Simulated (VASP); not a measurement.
# AlGa3N4 (Pm) in VASP: a series of runs, part 2 of 3

VASP 6.6.1. The steps go on from the part before.

## Step 3: Single point, PBEsol (strain -0.0375 x Voigt [0, 0, 1, 0, 0, 0])

INCAR

```
SYSTEM = AlGa3N4
PREC = Accurate ; ENCUT = 520
EDIFF = 1E-7 ; ISMEAR = 0
SIGMA = 0.05 ; LREAL = .False.
LASPH = .True. ; NELM = 60
ALGO = Normal ; ISIF = 2
LWAVE = .False. ; LCHARG = .False.
GGA = PS ; NBANDS = 41
```

KPOINTS

```
regular mesh
0
Gamma
  6 8 6
  0 0 0
```

POSCAR

```
AlGa3N4
1.0
    5.1423512025      0.0000000000      0.0001169475
    0.0000000000      3.1649848011      0.0000000000
   -0.0035856884      0.0000000000      5.2730506078
Al Ga N
1 3 4
Direct
    0.0006034235      0.5000000000      0.6673576246
    0.4991167026      0.5000000000      0.3349195796
    0.4990273840      0.0000000000      0.8315570006
    0.9998617813      0.0000000000      0.1661805284
    0.1196687536      0.5000000000      0.3400974151
    0.1176459797      0.0000000000      0.8263760593
    0.6204436392      0.0000000000      0.1662162869
    0.6312323461      0.5000000000      0.6672965055
```

Potentials or basis: VASP PAW PBE potentials, release 64 (Al, Ga_d, N).

Launch:

```bash
$ cat potpaw_PBE.64/Al/POTCAR potpaw_PBE.64/Ga_d/POTCAR potpaw_PBE.64/N/POTCAR > POTCAR
$ mpirun -np 1 vasp_std > vasp.out
```

OUTCAR:

```text
SYSTEM = AlGa3N4
   PREC = Accurate
   ENCUT = 520
   EDIFF = 1E-7
   ISMEAR = 0
   LREAL = .False.
   LASPH = .True.
   NELM = 60
   ISIF = 2
   GGA = PS

 ion  position               nearest neighbor table
   1  0.001  0.500  0.667-   5 1.83   6 1.89   6 1.89   8 1.90   4 3.07   4 3.07   4 3.08   4 3.08
                             2 3.11   2 3.12   3 3.13   3 3.13
   2  0.499  0.500  0.335-   8 1.88   7 1.92   7 1.92   5 1.95   1 3.11   1 3.12
   3  0.499  0.000  0.832-   7 1.87   8 1.93   8 1.93   6 1.96   1 3.13   1 3.13
   4  1.000  0.000  0.166-   6 1.89   5 1.93   5 1.93   7 1.95   1 3.07   1 3.07   1 3.08   1 3.08

   5  0.120  0.500  0.340-   1 1.83   4 1.93   4 1.93   2 1.95
   6  0.118  0.000  0.826-   1 1.89   1 1.89   4 1.89   3 1.96
   7  0.620  0.000  0.166-   3 1.87   2 1.92   2 1.92   4 1.95
   8  0.631  0.500  0.667-   2 1.88   1 1.90   3 1.93   3 1.93

  LATTYP: Found a simple monoclinic cell.
 ALAT       =     5.1423512038
 B/A-ratio  =     0.6154742599
 C/A-ratio  =     1.0254165104
 COS(beta)  =    -0.0006572605

  Lattice vectors:

 A1 = (   5.1423512025,   0.0000000000,   0.0001169475)
 A2 = (   0.0000000000,   3.1649848011,   0.0000000000)
 A3 = (  -0.0035856884,   0.0000000000,   5.2730506078)

Analysis of symmetry for initial positions (statically):
=====================================================================
 Subroutine PRICEL returns:
 Original cell was already a primitive cell.

 Routine SETGRP: Setting up the symmetry group for a
 simple monoclinic supercell.

 Subroutine GETGRP returns: Found  2 space group operations
 (whereof  2 operations were pure point group operations)
 out of a pool of  4 trial point group operations.

The static configuration has the point symmetry C_1h.

Analysis of symmetry for dynamics (positions and initial velocities):
=====================================================================
 Subroutine PRICEL returns:
 Original cell was already a primitive cell.

 Routine SETGRP: Setting up the symmetry group for a
 simple monoclinic supercell.

 Subroutine GETGRP returns: Found  2 space group operations
 (whereof  2 operations were pure point group operations)
 out of a pool of  4 trial point group operations.

The dynamic configuration has the point symmetry C_1h.

 Subroutine INISYM returns: Found  2 space group operations
 (whereof  2 operations are pure point group operations),
 and found     1 'primitive' translations

----------------------------------------------------------------------------------------

                                     Primitive cell

  volume of cell :      85.8213

  direct lattice vectors                    reciprocal lattice vectors
     5.142351203  0.000000000  0.000116947     0.194463572  0.000000000  0.000132236
     0.000000000  3.164984801  0.000000000     0.000000000  0.315957283  0.000000000
    -0.003585688  0.000000000  5.273050608    -0.000004313  0.000000000  0.189643540

  length of vectors
     5.142351204  3.164984801  5.273051827     0.194463617  0.315957283  0.189643540

  position of ions in fractional coordinates (direct lattice)
     0.000603424  0.500000000  0.667357625
     0.499116703  0.500000000  0.334919580
     0.499027384  0.000000000  0.831557001
     0.999861781  0.000000000  0.166180528
[... 49 lines left out ...]
  0.166667  0.125000  0.000000      4.000000
[... 16 lines left out ...]
  0.333333  0.000000  0.166667      2.000000
  0.500000  0.000000  0.166667      2.000000
 [... further k-points ...]
   k-points           NKPTS =    100   k-points in BZ     NKDIM =    100   number of bands    NBANDS=     41
   number of dos      NEDOS =    301   number of ions     NIONS =      8
   total plane-waves  NPLWV =  38400
   dimension x,y,z NGX =    40 NGY =   24 NGZ =   40
   dimension x,y,z NGXF=    80 NGYF=   48 NGZF=   80
   ions per type =               1   3   4
   NGX,Y,Z   is equivalent  to a cutoff of  12.93, 12.61, 12.61 a.u.
   NGXF,Y,Z  is equivalent  to a cutoff of  25.86, 25.21, 25.22 a.u.
 SYSTEM =  AlGa3N4
   PREC   = accura    normal or accurate (medium, high low for compatibility)
   ISTART =      0    job   : 0-new  1-cont  2-samecut
   ICHARG =      2    charge: 1-file 2-atom 10-const
   ISPIN  =      1    spin polarized calculation?
   LNONCOLLINEAR =      F non collinear calculations
   LSORBIT =      F    spin-orbit coupling
   LASPH  =      T    aspherical Exc in radial PAW
   ENCUT  =  520.0 eV  38.22 Ry    6.18 a.u.   9.56  5.88  9.80*2*pi/ulx,y,z
   NELM   =     60;   NELMIN=  2; NELMDL= -5     # of ELM steps
   EDIFF  = 0.1E-06   stopping-criterion for ELM
   LREAL  =      F    real-space projection
   EDIFFG = 0.1E-05   stopping-criterion for IOM
   NSW    =      0    number of steps for IOM
   IBRION =     -1    ionic relax: 0-MD 1-quasi-New 2-CG
   NFREE  =      0    steps in history (QN), initial steepest desc. (CG)
   ISIF   =      2    stress and relaxation
   ISYM   =      2    0-nonsym 1-usesym 2-fastsym
   POTIM  = 0.5000    time-step for ionic-motion
   TEBEG  =    0.0;   TEEND  =   0.0 temperature during run
   PSTRESS=    0.0 pullay stress
   NELECT =      62.0000    total number of electrons
   NUPDOWN=      -1.0000    fix difference up-down
   EMIN   =  10.00;   EMAX   =-10.00  energy-range for DOS
   EFERMI =   0.00;   METHOD = LEGACY
   ISMEAR =     0;   SIGMA  =   0.05  broadening in eV -4-tet -1-fermi 0-gaus
   EFERMI_NEDOS =   21; number of points for ismear=-14 and -15
   IALGO  =     38    algorithm
   IMIX   =      4    mixing-type and parameters
     AMIX     =   0.40;   BMIX     =  1.00
     AMIX_MAG =   1.60;   BMIX_MAG =  1.00
  volume/ion in A,a.u.               =      10.73        72.39
  Fermi-wavevector in a.u.,A,eV,Ry     =   1.468950  2.775913 29.358836  2.157814
  Thomas-Fermi vector in A             =   2.584386
   LORBIT       =      0    0 simple, 1 ext, 2 COOP (PROOUT), +10 PAW based schemes
   GGA     = PS    functional components
   LHFCALC =     F    Hartree Fock is set to
   AEXX    =    0.0000 exact exchange contribution
   IVDW    =     0    specifies the selected vdW correction
   LEPSILON=     F    determine dielectric tensor
   LRPA    =     F    only Hartree local field effects (RPA)
 non-spin polarized calculation
 Gauss-broadening in eV      SIGMA  =   0.05
  energy-cutoff  :      520.00
  volume of cell :       85.82
 maximum number of plane-waves:      2338
 NGX is ok and might be reduce to    40
   NGX = 19   NGY = 11   NGZ = 19

 number of electron      61.9999988 magnetization

 Free energy of the ion-electron system (eV)
  ---------------------------------------------------
  ext. energy  EPLUGINS =         0.00000000
  ---------------------------------------------------
  free energy    TOTEN  =       -54.85003874 eV

  energy without entropy =      -54.85003874  energy(sigma->0) =      -54.85003874

 E-fermi :   6.1994     XC(G=0): -11.9339

 val. band max:        5.9298418672   @ k =   0.0000   0.0000   0.0000
 cond. band min:       8.4436298230   @ k =   0.0000   0.0000   0.0000
 fundamental gap:      2.5137879558
 Fermi energy:         6.1994206451

 k-point     1 :       0.0000    0.0000    0.0000
  band No.  band energies     occupation
      1     -10.3003      2.00000
      2      -9.2097      2.00000
      3      -8.9929      2.00000
      4      -8.7064      2.00000
      5      -7.4259      2.00000
      6      -7.4033      2.00000
[... 1045 lines left out ...]
     40      16.1465      0.00000
     41      16.5263      0.00000

 [... further k-points ...]

------------------------ aborting loop because EDIFF is reached ----------------------------------------

  FORCE on cell =-STRESS in cart. coord.  units (eV):
  Direction    XX          YY          ZZ          XY          YZ          ZX
  --------------------------------------------------------------------------------------
  -------------------------------------------------------------------------------------
  Total        1.3127770      2.2132634      9.4913831      0.0000000      0.0000000      0.0202537
  in kB       24.5079075     41.3188646    177.1922718      0.0000000      0.0000000      0.3781105
  external PRESSURE =      81.0063480 kB  Pullay stress =       0.0000000 kB

 VOLUME and BASIS-vectors are now :
 -----------------------------------------------------------------------------
  energy-cutoff  :      520.00
  volume of cell :       85.82
      direct lattice vectors                 reciprocal lattice vectors
     5.142351203  0.000000000  0.000116947     0.194463572  0.000000000  0.000132236
     0.000000000  3.164984801  0.000000000     0.000000000  0.315957283  0.000000000
    -0.003585688  0.000000000  5.273050608    -0.000004313  0.000000000  0.189643540

 POSITION                                       TOTAL-FORCE (eV/Angst)
 -----------------------------------------------------------------------------------
      0.00071      1.58249      3.51901        -0.248223      0.000000      0.446016
      2.56543      1.58249      1.76611        -0.264131      0.000000     -0.410553
      2.56319      0.00000      4.38490        -0.249863      0.000000     -0.460337
      5.14104      0.00000      0.87640        -0.238478      0.000000      0.412252
      0.61416      1.58249      1.79336         0.274824      0.000000     -0.504978
      0.60201      0.00000      4.35754         0.207825      0.000000     -0.454742
      3.18994      0.00000      0.87654         0.240082      0.000000      0.503332
      3.24363      1.58249      3.51876         0.277964      0.000000      0.469010
 -----------------------------------------------------------------------------------
    total drift:                               -0.000270      0.000000      0.000611

  FREE ENERGIE OF THE ION-ELECTRON SYSTEM (eV)
  ---------------------------------------------------
  free  energy   TOTEN  =       -54.8500387396 eV

  energy  without entropy=      -54.8500387396  energy(sigma->0) =      -54.85003874
```

Run time: 2.4 min. Hardware: 1 thread of Intel Xeon 6975P-C (Granite Rapids), shared host; peak memory 0.38 GiB.

Results:

| Property | Result |
| --- | --- |
| Free energy | -54.8500 eV |
| Pressure | 8.1 GPa |
| Largest force | 0.575 eV/Å |
| Band gap on the k mesh | 2.51 eV, direct |

Forces in eV/Å, atoms in the order of the input:
```
Al  -0.248  0.000  0.446
Ga  -0.264  0.000 -0.411
Ga  -0.250  0.000 -0.460
Ga  -0.238  0.000  0.412
N    0.275  0.000 -0.505
N    0.208  0.000 -0.455
N    0.240  0.000  0.503
N    0.278  0.000  0.469
```

Stress tensor (GPa, compression positive):
```
 2.45  0.00  0.04
 0.00  4.13  0.00
 0.04  0.00 17.72
```

Levels at points of the mesh, in eV from the valence-band top:
| k point | band 27 | band 28 | band 29 | band 30 | band 31 | band 32 | band 33 | band 34 | band 35 | band 36 |
| --- | --- | --- | --- | --- | --- | --- | --- | --- | --- | --- |
| (0.00, 0.00, 0.00) | -1.07 | -1.00 | -0.23 | -0.14 | 0.00 | 2.51 | 4.75 | 5.09 | 5.54 | 6.45 |
| (0.50, 0.00, 0.00) | -1.83 | -0.83 | -0.71 | -0.47 | -0.30 | 4.25 | 4.42 | 4.77 | 5.16 | 7.66 |
| (0.00, 0.50, 0.00) | -3.64 | -2.32 | -2.29 | -1.95 | -1.91 | 5.42 | 5.45 | 7.03 | 7.20 | 8.23 |
| (0.50, 0.50, 0.00) | -3.44 | -1.93 | -1.72 | -1.68 | -1.67 | 5.69 | 5.90 | 5.98 | 6.26 | 7.96 |
| (0.00, 0.00, 0.50) | -2.09 | -0.91 | -0.86 | -0.67 | -0.58 | 4.60 | 4.72 | 6.11 | 6.44 | 7.56 |
| (0.50, 0.00, 0.50) | -2.07 | -1.85 | -1.45 | -1.40 | -1.35 | 5.26 | 5.34 | 5.42 | 5.78 | 7.73 |
| (0.00, 0.50, 0.50) | -2.60 | -2.37 | -2.32 | -1.03 | -0.90 | 5.24 | 5.29 | 5.74 | 5.78 | 6.07 |
| (0.50, 0.50, 0.50) | -1.97 | -1.88 | -1.79 | -1.78 | -1.75 | 4.38 | 4.42 | 4.54 | 4.90 | 7.38 |

Caveat: the cell differs from its parent crystal (strain -0.0375 x Voigt [0, 0, 1, 0, 0, 0]); the PAW data sets were made with another functional, which shifts forces and pressure a little. A k mesh can miss the band edges.

(Part 2 of 3 ends here.)
